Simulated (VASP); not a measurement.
Here is a VASP 6.6.1 calculation.

File POSCAR:

```
InGaAs2
1.0
    4.0286837021      0.0000000000      0.0000000000
    0.0000000000      4.0286837021      0.0000000000
    0.0000000000      0.0000000000      6.0879296246
In Ga As
1 1 2
Direct
    0.0000000000      0.0000000000      0.5000000000
    0.5000000000      0.5000000000      0.0000000000
    0.5000000000      0.0000000000      0.7701429679
    0.0000000000      0.5000000000      0.2298570321
```

INCAR.step1

```
SYSTEM = InGaAs2
PREC     = Accurate       ! precision mode
ENCUT    = 520            ! plane-wave cutoff, eV
ISMEAR   = 0              ! smearing method
SIGMA    = 0.01           ! smearing width, eV
LREAL    = .False.        ! projectors in reciprocal space
LASPH    = .True.         ! aspherical terms in the spheres
NELM     = 100            ! most SCF steps
NBANDS   = 26             ! bands
GGA      = PE             ! functional
ALGO     = Normal         ! electronic algorithm
EDIFF    = 1E-4           ! SCF threshold, eV
LWAVE    = .True.         ! write WAVECAR
LCHARG   = .False.        ! write CHGCAR
```

File INCAR.step2:

```
SYSTEM = InGaAs2
PREC     = Accurate       ! precision mode
ENCUT    = 520            ! plane-wave cutoff, eV
EDIFF    = 1E-7           ! SCF threshold, eV
ISMEAR   = 0              ! smearing method
SIGMA    = 0.01           ! smearing width, eV
LREAL    = .False.        ! projectors in reciprocal space
LASPH    = .True.         ! aspherical terms in the spheres
NELM     = 100            ! most SCF steps
ALGO     = Normal         ! electronic algorithm
ISIF     = 2              ! what is computed and relaxed
LWAVE    = .False.        ! write WAVECAR
LCHARG   = .False.        ! write CHGCAR
METAGGA  = R2SCAN         ! meta-GGA
LMIXTAU  = .True.       
NBANDS   = 26             ! bands
ISTART   = 1
```

The input KPOINTS:

```
regular mesh
0
Gamma
  8 8 6
  0 0 0
```

Potentials or basis: VASP PAW PBE potentials, release 64 (In_d, Ga_d, As).

Run with:

```bash
$ cat potpaw_PBE.64/In_d/POTCAR potpaw_PBE.64/Ga_d/POTCAR potpaw_PBE.64/As/POTCAR > POTCAR
$ cp INCAR.step1 INCAR
$ mpirun -np 1 vasp_std > vasp.out
$ cp INCAR.step2 INCAR
$ mpirun -np 1 vasp_std > vasp.out
```

Task: What does it give for the band gap on the k mesh?

Result: 0.37 eV.

Task: What does it give for the largest force?

Result: 0.006 eV/Å.

Forces on the atoms (eV/Å):
```
In   0.000  0.000  0.000
Ga   0.000  0.000  0.000
As   0.000  0.000 -0.006
As   0.000  0.000  0.006
```

Caveat: semilocal functionals underestimate gaps, and a narrow one can read as zero; the PAW data sets were made with another functional, which shifts forces and pressure a little; spin-orbit coupling is left out, which moves the levels of the heavy elements.
